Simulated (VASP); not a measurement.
Set up this calculation in VASP 6.6.1, as the native input.

| Property | Result |
| --- | --- |
| Task | single point |
| Functional | PBE |
| Potentials or basis | VASP PAW PBE potentials, release 64 (Hg, Te) |
| Cutoff | 500 eV |
| k mesh | 6 × 6 × 6 |
| Occupations | fermi-dirac, width 0.01 eV |
| Spin | no spin polarisation |
| Dipole correction | no |
| Further INCAR settings | ALGO = Normal; EDIFF = 1e-06; NBANDS = 16 |

The structure of HgTe (Coloradoite) lies in POSCAR:

```
HgTe
1.0
    0.0000000000      3.2568009036      3.2568009036
    3.2568009036      0.0000000000      3.2568009036
    3.2568009036      3.2568009036      0.0000000000
Hg Te
1 1
Direct
    0.0000000000      0.0000000000      0.0000000000
    0.2500000000      0.2500000000      0.2500000000
```

The input as run:

INCAR

```
SYSTEM = HgTe
ALGO = Normal ; EDIFF = 1E-6
ENCUT = 500 ; GGA = PE
GGA_COMPAT = .False. ; ISIF = 2
ISMEAR = -1 ; LASPH = .True.
LCHARG = .False. ; LREAL = .False.
LWAVE = .False. ; NBANDS = 16
NELM = 120 ; PREC = Accurate
SIGMA = 0.01
```

KPOINTS

```
k-points
0
Gamma
  6 6 6
  0 0 0
```

Potentials or basis: VASP PAW PBE potentials, release 64 (Hg, Te).

Run with:

```console
$ cat potpaw_PBE.64/Hg/POTCAR potpaw_PBE.64/Te/POTCAR > POTCAR
$ mpirun -np 1 vasp_std > vasp.out
```

It gave:

- Pressure: 2.6 GPa
- Band gap on the k mesh: zero (filled and empty bands touch)

Caveat: spin-orbit coupling is left out, which moves the levels of the heavy elements.

Run time: 34 s on 1 thread of Intel Xeon 8259CL, with other jobs on the host, peak memory 0.2 GiB.
